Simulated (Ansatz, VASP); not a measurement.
# Two plane-wave programs on Rb2TlNiF6

Contents of INCAR:

```
ALGO = Normal
EDIFF = 1E-7
ENCUT = 520
GGA = PE
ISIF = 2
ISMEAR = 0
ISPIN = 2
LASPH = True
LCHARG = True
LELF = True
LMAXMIX = 4
LORBIT = 11
LREAL = False
LUSENCCL = False
LVHAR = True
LWAVE = False
MAGMOM = 0 0 0 2 0 0 0 0 0 0
NBANDS = 56
NELM = 150
PREC = Accurate
SIGMA = 0.05
```

File KPOINTS:

```
k-points
0
Gamma
  6 6 6
```

The input POSCAR:

```
Rb2TlNiF6
1.0
    0.0000000000      4.4578213805      4.4578213805
    4.4578213805      0.0000000000      4.4578213805
    4.4578213805      4.4578213805      0.0000000000
Rb Tl Ni F
2 1 1 6
Direct
    0.2500000000      0.2500000000      0.2500000000
    0.7500000000      0.7500000000      0.7500000000
    0.5000000000      0.5000000000      0.5000000000
    0.0000000000      0.0000000000      0.0000000000
    0.2180120000      0.2180120000      0.7819880000
    0.2180120000      0.7819880000      0.7819880000
    0.7819880000      0.7819880000      0.2180120000
    0.2180120000      0.7819880000      0.2180120000
    0.7819880000      0.2180120000      0.7819880000
    0.7819880000      0.2180120000      0.2180120000
```

Input for Ansatz:

```yaml
crystal:
  lattice:
    - [0.0, 4.4578213805, 4.4578213805]
    - [4.4578213805, 0.0, 4.4578213805]
    - [4.4578213805, 4.4578213805, 0.0]
  atoms:
    - { symbol: Rb, position: [0.25, 0.25, 0.25] }
    - { symbol: Rb, position: [0.75, 0.75, 0.75] }
    - { symbol: Tl, position: [0.5, 0.5, 0.5] }
    - { symbol: Ni, position: [0.0, 0.0, 0.0], spin: 2.0 }
    - { symbol: F, position: [0.218012, 0.218012, 0.781988] }
    - { symbol: F, position: [0.218012, 0.781988, 0.781988] }
    - { symbol: F, position: [0.781988, 0.781988, 0.218012] }
    - { symbol: F, position: [0.218012, 0.781988, 0.218012] }
    - { symbol: F, position: [0.781988, 0.218012, 0.781988] }
    - { symbol: F, position: [0.781988, 0.218012, 0.218012] }
magnetization:
  spin_polarized: true
basis:
  ecutwfc: 420
  fft_grid_basis: typed
kpoints:
  mp_grid: { grid: [6, 6, 6] }
hamiltonian:
  xc: pbe
  pseudopotentials: { kind: paw }
scf:
  occupations: { method: gaussian, width: 0.05 }
output:
  forces: true
  stress: true
  eigenvalues: true
  bader: true
  write_density: true
  volumetric_format: npy
  populations: true
  elf: true
```

Alike in both runs: task single point; functional PBE; k mesh 6 × 6 × 6; occupations gaussian, width 0.05 eV; collinear spin.

|  | VASP | Ansatz |
| --- | --- | --- |
| version | VASP 6.6.1 | Ansatz 0.2.0 |
| potentials or method | VASP PAW PBE potentials, release 64 (Rb_sv, Tl_d, Ni, F), cutoff 520 eV | scalar-relativistic, plane waves, PAW |
| valence electrons in the cell | 83 | 91 |

|  | VASP | Ansatz | Ansatz less VASP |
| --- | --- | --- | --- |
| gap on the k mesh at the Fermi level (eV) | none | none | - |
| pressure (GPa) | 0.1 | 0.2 | +0.13 |
| rms of the force components (eV/Å) | 0.014 | 0.018 | +0.0040 |
| net moment per atom (μB) | 0.10 | 0.10 | 0.000 |
| size of the moment on the site where the two differ most (μB) | 0.09 | 0.06 | -0.032 |

Site moments also hang on the region over which each program counts them. Atom by atom the forces differ by 0.032 eV/Å (rms over components). A gap of «none» marks a metal or a gap that the smearing closes. With one functional, cell and mesh, what is left measures potentials, basis and numerics. VASP's potentials hold 83 valence electrons a cell and Ansatz's 91, so a difference there can come from the potentials and not from the codes.

Neither program's run includes spin-orbit coupling.
